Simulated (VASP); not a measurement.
Crystal: BP.

```
B P
1.0
     0.00000    2.36154    2.23016
     2.36154    0.00000    2.23016
     2.36154    2.36154    0.00000
B P
1 1
Direct
  0.00000 0.00000 0.00000
  0.25000 0.25000 0.25000
```

This cell differs from its parent crystal: epitaxial xy strain +4.1%.

Base run:

| Property | Result |
| --- | --- |
| Program | VASP 6.6.1 |
| Functional | r2SCAN |
| Potentials or basis | VASP PAW PBE potentials, release 64 (B, P) |
| Cutoff | 520 eV |
| k mesh | 10 × 10 × 10 |
| Occupations | gaussian, width 0.01 eV |
| Spin | no spin polarisation |

Its results: band gap on the k mesh 0.66 eV (least direct gap 2.97 eV); pressure -10.0 GPa.

Problem. The run is repeated on the same cell with these changes: functional from r2SCAN to HSE06; k mesh from 10 × 10 × 10 to 6 × 6 × 6. What comes out?

Solution. Band gap on the k mesh 1.33 eV (least direct gap 3.68 eV); pressure -11.4 GPa.

Several settings changed at once.

Caveats: the cell stands under tension; the PAW data sets were made with another functional, which shifts forces and pressure a little.

A k mesh can miss the band edges.
